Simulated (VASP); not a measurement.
# PbS (rocksalt type) (Fm-3m) in VASP: further runs

The runs below take PbS (rocksalt type) through single point, relaxation of cell and atoms, with r2SCAN.

Everything below comes from runs of VASP 6.6.1. Logs are shortened: lines on timing, memory, paths and dates and some standing lists are left out, and cuts for length are marked.

### 1 The cell of the first run

Symmetry: Fm-3m, No. 225, cubic system. The conventional cell has a = 5.852 Å, b = 5.852 Å, c = 5.852 Å, α = 90.00°, β = 90.00°, γ = 90.00°. Pb (site symmetry m-3m) has 6 S at 2.93 Å within 3.9 Å. Within 3.9 Å of S (site symmetry m-3m) lie 6 Pb at 2.93 Å.

### 2 Single point, r2SCAN (25.05 Å³/atom)

The input, POSCAR:

```
PbS
1.0
    0.0000000000      2.9260800414      2.9260800414
    2.9260800414      0.0000000000      2.9260800414
    2.9260800414      2.9260800414      0.0000000000
Pb S
1 1
Direct
    0.0000000000      0.0000000000      0.0000000000
    0.5000000000      0.5000000000      0.5000000000
```

The input, INCAR.step1:

```
PREC = Accurate
ENCUT = 520
ISMEAR = -1
SIGMA = 0.05
LREAL = False
LASPH = True
NELM = 100
NBANDS = 17
GGA = PE
ALGO = Normal
EDIFF = 1E-4
LWAVE = True
LCHARG = False
```

The input, INCAR.step2:

```
PREC = Accurate
ENCUT = 520
EDIFF = 1E-7
ISMEAR = -1
SIGMA = 0.05
LREAL = False
LASPH = True
NELM = 100
ALGO = Normal
ISIF = 2
LWAVE = False
LCHARG = False
METAGGA = R2SCAN
LMIXTAU = True
NBANDS = 17
ISTART = 1
```

The input, KPOINTS:

```
regular mesh
0
Gamma
  12 12 12
```

Potentials or basis: VASP PAW PBE potentials, release 64 (Pb_d, S).

Launch:

```bash
$ cat potpaw_PBE.64/Pb_d/POTCAR potpaw_PBE.64/S/POTCAR > POTCAR
$ cp INCAR.step1 INCAR
$ mpirun -np 1 vasp_std > vasp.out
$ cp INCAR.step2 INCAR
$ mpirun -np 1 vasp_std > vasp.out
```

OUTCAR:

```text
PREC = Accurate
   ENCUT = 520
   EDIFF = 1E-7
   ISMEAR = -1
   LREAL = False
   LASPH = True
   NELM = 100
   ISIF = 2
   METAGGA = R2SCAN
   ISTART = 1

 ion  position               nearest neighbor table
   1  0.000  0.000  0.000-   2 2.93   2 2.93   2 2.93   2 2.93   2 2.93   2 2.93
   2  0.500  0.500  0.500-   1 2.93   1 2.93   1 2.93   1 2.93   1 2.93   1 2.93

  LATTYP: Found a face centered cubic cell.
 ALAT       =     5.8521600828

  Lattice vectors:

 A1 = (   0.0000000000,   2.9260800414,   2.9260800414)
 A2 = (   2.9260800414,   0.0000000000,   2.9260800414)
 A3 = (   2.9260800414,   2.9260800414,   0.0000000000)

Analysis of symmetry for initial positions (statically):
=====================================================================
 Subroutine PRICEL returns:
 Original cell was already a primitive cell.

 Routine SETGRP: Setting up the symmetry group for a
 face centered cubic supercell.

 Subroutine GETGRP returns: Found 48 space group operations
 (whereof 48 operations were pure point group operations)
 out of a pool of 48 trial point group operations.

The static configuration has the point symmetry O_h .

Analysis of symmetry for dynamics (positions and initial velocities):
=====================================================================
 Subroutine PRICEL returns:
 Original cell was already a primitive cell.

 Routine SETGRP: Setting up the symmetry group for a
 face centered cubic supercell.

 Subroutine GETGRP returns: Found 48 space group operations
 (whereof 48 operations were pure point group operations)
 out of a pool of 48 trial point group operations.

The dynamic configuration has the point symmetry O_h .

 Subroutine INISYM returns: Found 48 space group operations
 (whereof 48 operations are pure point group operations),
 and found     1 'primitive' translations

----------------------------------------------------------------------------------------

                                     Primitive cell

  volume of cell :      50.1059

  direct lattice vectors                    reciprocal lattice vectors
     0.000000000  2.926080041  2.926080041    -0.170877075  0.170877075  0.170877075
     2.926080041  0.000000000  2.926080041     0.170877075 -0.170877075  0.170877075
     2.926080041  2.926080041  0.000000000     0.170877075  0.170877075 -0.170877075

  length of vectors
     4.138102079  4.138102079  4.138102079     0.295967777  0.295967777  0.295967777

  position of ions in fractional coordinates (direct lattice)
     0.000000000  0.000000000  0.000000000
     0.500000000  0.500000000  0.500000000

  ion indices of the primitive-cell ions
   primitive index   ion index
                 1           1
                 2           2

----------------------------------------------------------------------------------------

 KPOINTS: regular mesh

Automatic generation of k-mesh.
 Grid dimensions read from file:
 generate k-points for:   12   12   12

 Generating k-lattice:

  Cartesian coordinates                     Fractional coordinates (reciprocal lattice)
    -0.014239756  0.014239756  0.014239756     0.083333333  0.000000000  0.000000000
     0.014239756 -0.014239756  0.014239756     0.000000000  0.083333333  0.000000000
     0.014239756  0.014239756 -0.014239756     0.000000000  0.000000000  0.083333333

  Length of vectors
     0.024663981  0.024663981  0.024663981

  Shift w.r.t. Gamma in fractional coordinates (k-lattice)
     0.000000000  0.000000000  0.000000000

 Subroutine IBZKPT returns following result:
 ===========================================

 Found     72 irreducible k-points:

 Following reciprocal coordinates:
            Coordinates               Weight
  0.000000  0.000000  0.000000      1.000000
  0.083333  0.000000  0.000000      8.000000
  0.166667  0.000000  0.000000      8.000000
  0.250000  0.000000  0.000000      8.000000
  0.333333  0.000000  0.000000      8.000000
  0.416667  0.000000  0.000000      8.000000
[... 16 lines left out ...]
  0.500000  0.166667  0.000000     24.000000
 -0.416667  0.166667  0.000000     24.000000
 [... further k-points ...]
   k-points           NKPTS =     72   k-points in BZ     NKDIM =     72   number of bands    NBANDS=     17
   number of dos      NEDOS =    301   number of ions     NIONS =      2
   total plane-waves  NPLWV =  32768
   dimension x,y,z NGX =    32 NGY =   32 NGZ =   32
   dimension x,y,z NGXF=    64 NGYF=   64 NGZF=   64
   ions per type =               1   1
   NGX,Y,Z   is equivalent  to a cutoff of  12.86, 12.86, 12.86 a.u.
   NGXF,Y,Z  is equivalent  to a cutoff of  25.71, 25.71, 25.71 a.u.
 SYSTEM =  unknown system
   PREC   = accura    normal or accurate (medium, high low for compatibility)
   ISTART =      1    job   : 0-new  1-cont  2-samecut
   ICHARG =      0    charge: 1-file 2-atom 10-const
   ISPIN  =      1    spin polarized calculation?
   LNONCOLLINEAR =      F non collinear calculations
   LSORBIT =      F    spin-orbit coupling
   LASPH  =      T    aspherical Exc in radial PAW
   ENCUT  =  520.0 eV  38.22 Ry    6.18 a.u.   7.69  7.69  7.69*2*pi/ulx,y,z
   NELM   =    100;   NELMIN=  2; NELMDL=  0     # of ELM steps
   EDIFF  = 0.1E-06   stopping-criterion for ELM
   LREAL  =      F    real-space projection
   EDIFFG = 0.1E-05   stopping-criterion for IOM
   NSW    =      0    number of steps for IOM
   IBRION =     -1    ionic relax: 0-MD 1-quasi-New 2-CG
   NFREE  =      0    steps in history (QN), initial steepest desc. (CG)
   ISIF   =      2    stress and relaxation
   ISYM   =      2    0-nonsym 1-usesym 2-fastsym
   POTIM  = 0.5000    time-step for ionic-motion
   TEBEG  =    0.0;   TEEND  =   0.0 temperature during run
   PSTRESS=    0.0 pullay stress
   NELECT =      20.0000    total number of electrons
   NUPDOWN=      -1.0000    fix difference up-down
   EMIN   =  10.00;   EMAX   =-10.00  energy-range for DOS
   EFERMI =   0.00;   METHOD = LEGACY
   ISMEAR =    -1;   SIGMA  =   0.05  broadening in eV -4-tet -1-fermi 0-gaus
   EFERMI_NEDOS =   21; number of points for ismear=-14 and -15
   IALGO  =     38    algorithm
   IMIX   =      4    mixing-type and parameters
     AMIX     =   0.40;   BMIX     =  1.00
     AMIX_MAG =   1.60;   BMIX_MAG =  1.00
  volume/ion in A,a.u.               =      25.05       169.07
  Fermi-wavevector in a.u.,A,eV,Ry     =   1.205374  2.277827 19.768278  1.452927
  Thomas-Fermi vector in A             =   2.341073
   LORBIT       =      0    0 simple, 1 ext, 2 COOP (PROOUT), +10 PAW based schemes
   METAGGA = R2SCAN    functional components
   LHFCALC =     F    Hartree Fock is set to
   AEXX    =    0.0000 exact exchange contribution
   IVDW    =     0    specifies the selected vdW correction
   LEPSILON=     F    determine dielectric tensor
   LRPA    =     F    only Hartree local field effects (RPA)
 non-spin polarized calculation
  energy-cutoff  :      520.00
  volume of cell :       50.11
 maximum number of plane-waves:      1369
   NGX = 15   NGY = 15   NGZ = 15

 number of electron      19.9999996 magnetization

 Free energy of the ion-electron system (eV)
  ---------------------------------------------------
  ext. energy  EPLUGINS =         0.00000000
  ---------------------------------------------------
  free energy    TOTEN  =       -65.57188522 eV

  energy without entropy =      -65.57185791  energy(sigma->0) =      -65.57187157

 E-fermi :   6.5497     XC(G=0): -10.4620

 val. band max:        6.3226569424   @ k =   0.5000   0.0000   0.0000
 cond. band min:       6.7768577377   @ k =   0.5000   0.0000   0.0000
 fundamental gap:      0.4542007953
 Fermi energy:         6.5497479511

 k-point     1 :       0.0000    0.0000    0.0000
  band No.  band energies     occupation
      1     -11.2718      2.00000
      2     -11.2718      2.00000
      3     -11.2718      2.00000
      4     -11.2578      2.00000
      5     -11.2578      2.00000
      6      -8.3520      2.00000
[... 9 lines left out ...]
     16      13.2806      0.00000
     17      15.2090      0.00000

 k-point     2 :       0.0833    0.0000    0.0000
  band No.  band energies     occupation
      1     -11.2715      2.00000
      2     -11.2699      2.00000
      3     -11.2699      2.00000
      4     -11.2588      2.00000
      5     -11.2588      2.00000
      6      -8.2870      2.00000
[... 9 lines left out ...]
     16      13.4843      0.00000
     17      15.8900      0.00000

 k-point     3 :       0.1667    0.0000    0.0000
  band No.  band energies     occupation
      1     -11.2720      2.00000
      2     -11.2720      2.00000
      3     -11.2707      2.00000
      4     -11.2543      2.00000
      5     -11.2543      2.00000
      6      -8.0975      2.00000
[... 9 lines left out ...]
     16      13.9307      0.00000
     17      17.2759      0.00000

 k-point     4 :       0.2500    0.0000    0.0000
  band No.  band energies     occupation
      1     -11.2809      2.00000
      2     -11.2809      2.00000
      3     -11.2700      2.00000
      4     -11.2420      2.00000
      5     -11.2420      2.00000
      6      -7.8037      2.00000
[... 9 lines left out ...]
     16      14.5769      0.00000
     17      18.8575      0.00000
[... 343 lines left out ...]
      1     -11.3369      2.00000
      2     -11.2729      2.00000
      3     -11.2716      2.00000
      4     -11.2347      2.00000
      5     -11.2159      2.00000
      6      -7.1238      2.00000
[... 9 lines left out ...]
     16      17.0541      0.00000
     17      18.2733      0.00000

 k-point    23 :       0.5000    0.1667    0.0000
  band No.  band energies     occupation
      1     -11.3388      2.00000
      2     -11.2810      2.00000
      3     -11.2649      2.00000
      4     -11.2321      2.00000
      5     -11.2134      2.00000
      6      -6.8722      2.00000
[... 9 lines left out ...]
     16      17.0979      0.00000
     17      17.6715      0.00000

 k-point    24 :      -0.4167    0.1667    0.0000
  band No.  band energies     occupation
      1     -11.3319      2.00000
      2     -11.2861      2.00000
      3     -11.2606      2.00000
      4     -11.2309      2.00000
      5     -11.2181      2.00000
      6      -6.8349      2.00000
[... 9 lines left out ...]
     16      16.2376      0.00000
     17      18.3740      0.00000

 [... further k-points ...]

------------------------ aborting loop because EDIFF is reached ----------------------------------------

  FORCE on cell =-STRESS in cart. coord.  units (eV):
  Direction    XX          YY          ZZ          XY          YZ          ZX
  --------------------------------------------------------------------------------------
  -------------------------------------------------------------------------------------
  Total        1.2787765      1.2787765      1.2787765      0.0000000     -0.0000000      0.0000000
  in kB       40.8899538     40.8899538     40.8899538      0.0000000     -0.0000000      0.0000000
  external PRESSURE =      40.8899538 kB  Pullay stress =       0.0000000 kB

 VOLUME and BASIS-vectors are now :
 -----------------------------------------------------------------------------
  energy-cutoff  :      520.00
  volume of cell :       50.11
      direct lattice vectors                 reciprocal lattice vectors
     0.000000000  2.926080041  2.926080041    -0.170877075  0.170877075  0.170877075
     2.926080041  0.000000000  2.926080041     0.170877075 -0.170877075  0.170877075
     2.926080041  2.926080041  0.000000000     0.170877075  0.170877075 -0.170877075

 POSITION                                       TOTAL-FORCE (eV/Angst)
 -----------------------------------------------------------------------------------
      0.00000      0.00000      0.00000         0.000000     -0.000000      0.000000
      2.92608      2.92608      2.92608        -0.000000      0.000000     -0.000000
 -----------------------------------------------------------------------------------
    total drift:                                0.000000     -0.000000     -0.000000

  FREE ENERGIE OF THE ION-ELECTRON SYSTEM (eV)
  ---------------------------------------------------
  free  energy   TOTEN  =       -65.5718852243 eV

  energy  without entropy=      -65.5718579132  energy(sigma->0) =      -65.57187157
```

It took 5.6 min on 1 thread of Intel Xeon 8259CL, shared host; peak memory 0.22 GiB.

Results:

| Item | Value |
| --- | --- |
| Free energy | -65.5719 eV |
| Pressure | 4.1 GPa |
| Band gap on the k mesh | 0.45 eV |

Caveat: the cell stands under pressure; the PAW data sets were made with another functional, which shifts forces and pressure a little; spin-orbit coupling is left out, which moves the levels of the heavy elements. A k mesh can miss the band edges.

[end of part 1 of 2]
